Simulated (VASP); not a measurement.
Wanted: the native input for a VASP 6.6.1 run.

```yaml
Task: single point
Functional: r2SCAN
Potentials_or_basis: VASP PAW PBE potentials, release 64 (Sn_d, Se)
Cutoff: 520 eV
k_mesh: 10 × 10 × 10
Occupations: gaussian, width 0.05 eV
Spin: no spin polarisation
Dipole_correction: no
Further_INCAR_settings: ALGO = Normal; EDIFF = 1e-06; NBANDS = 17
```

Crystal: SnSe.

```
Sn Se
1.0
     0.00000    2.96485    3.01000
     3.01000    0.00000    3.01000
     3.01000    2.96485    0.00000
Sn Se
1 1
Direct
  0.00000 0.00000 0.00000
  0.50000 0.50000 0.50000
```

This cell differs from its parent crystal: strain -0.0150 x Voigt [0, 1, 0, 0, 0, 0].

These files were run (other wordings do the same):

POSCAR

```
SnSe
1.0
    0.0000000000      2.9648500000      3.0100000000
    3.0100000000      0.0000000000      3.0100000000
    3.0100000000      2.9648500000      0.0000000000
Sn Se
1 1
Direct
    0.0000000000      0.0000000000      0.0000000000
    0.5000000000      0.5000000000      0.5000000000
```

INCAR.step1

```
PREC = Accurate ; ENCUT = 520
ISMEAR = 0 ; SIGMA = 0.05
LREAL = False ; LASPH = True
NELM = 80 ; NBANDS = 17
GGA = PE ; ALGO = Normal
EDIFF = 1E-4 ; LWAVE = True
LCHARG = False
```

INCAR.step2

```
PREC = Accurate ; ENCUT = 520
EDIFF = 1E-6 ; ISMEAR = 0
SIGMA = 0.05 ; LREAL = False
LASPH = True ; NELM = 80
ALGO = Normal ; ISIF = 2
LWAVE = False ; LCHARG = True
METAGGA = R2SCAN ; LMIXTAU = True
LELF = True ; LVHAR = True
NBANDS = 17 ; ISTART = 1
```

KPOINTS

```
Automatic mesh
0
Gamma
  10 10 10
```

Potentials or basis: VASP PAW PBE potentials, release 64 (Sn_d, Se).

Command:

```bash
$ cat potpaw_PBE.64/Sn_d/POTCAR potpaw_PBE.64/Se/POTCAR > POTCAR
$ cp INCAR.step1 INCAR
$ mpirun -np 1 vasp_std > vasp.out
$ cp INCAR.step2 INCAR
$ mpirun -np 1 vasp_std > vasp.out
```

It gave:

```yaml
Pressure: 0.8 GPa
Band_gap_on_the_k_mesh: 0.48 eV, indirect (least direct gap 0.53 eV)
```

Caveat: the cell differs from its parent crystal (strain -0.0150 x Voigt [0, 1, 0, 0, 0, 0]); the PAW data sets were made with another functional, which shifts forces and pressure a little; spin-orbit coupling is left out, which moves the levels of the heavy elements.

Run time: 120 s on 1 thread of Intel(R) Xeon(R) 6975P-C (Granite Rapids) (shared host), peak memory 0.25 GiB.
